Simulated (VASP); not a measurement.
## Sc3B2P: single point with PBE

The system is Sc3B2P.

```
Sc B P
1.0
     4.96872    0.00000    0.00000
     0.00000    4.96872    0.00000
     0.00000    0.00000    4.49115
Sc B P
3 2 1
Direct
  0.50000 0.00000 0.00000
  0.00000 0.50000 0.00000
  0.50000 0.50000 0.00000
  0.00000 0.00000 0.50000
  0.00000 0.00000 0.00000
  0.50000 0.50000 0.50000
```

| Property | Result |
| --- | --- |
| Program | VASP 6.6.1 |
| Task | single point |
| Functional | PBE |
| Potentials or basis | VASP PAW PBE potentials, release 64 (Sc_sv, B, P) |
| Cutoff | 520 eV |
| k mesh | 4 × 4 × 4 |
| Occupations | gaussian, width 0.1 eV |
| Spin | no spin polarisation |
| Dipole correction | no |
| Further INCAR settings | ALGO = Normal; EDIFF = 1e-06; NBANDS = 31 |

The pressure is 4.1 GPa and the band gap on the k mesh is zero (band 22 reaches 5.27 eV, above the bottom of band 23 at 3.41 eV).

Stress tensor (GPa, compression positive):
```
5.10 0.00 0.00
0.00 5.10 0.00
0.00 0.00 2.02
```

Levels at points of the mesh, in eV from the Fermi level:
| k point | band 18 | band 19 | band 20 | band 21 | band 22 | band 23 | band 24 | band 25 | band 26 | band 27 |
| --- | --- | --- | --- | --- | --- | --- | --- | --- | --- | --- |
| (0.00, 0.00, 0.00) | -2.55 | -1.66 | -1.04 | -0.73 | -0.73 | -0.68 | -0.48 | 0.12 | 0.12 | 0.87 |
| (0.50, 0.00, 0.00) | -2.40 | -1.79 | -1.34 | -1.24 | -0.67 | -0.55 | 0.23 | 1.10 | 1.21 | 1.58 |
| (0.50, 0.50, 0.00) | -1.53 | -1.50 | -1.33 | -1.33 | 0.92 | 0.92 | 1.00 | 1.00 | 1.37 | 1.84 |
| (0.00, 0.00, 0.50) | -3.38 | -1.54 | -0.93 | -0.60 | -0.22 | -0.22 | 0.30 | 0.30 | 2.02 | 2.59 |
| (0.50, 0.00, 0.50) | -2.30 | -1.88 | -1.72 | -0.61 | -0.59 | -0.26 | 0.81 | 1.45 | 1.73 | 2.02 |
| (0.50, 0.50, 0.50) | -3.47 | -2.44 | -2.44 | 1.18 | 1.18 | 1.29 | 1.29 | 1.47 | 1.63 | 1.87 |

Wall time 78 s on 1 thread of Intel(R) Xeon(R) Platinum 8259CL CPU @ 2.50GHz (Skylake/Cascade Lake), on a shared host, peak memory 0.25 GiB.
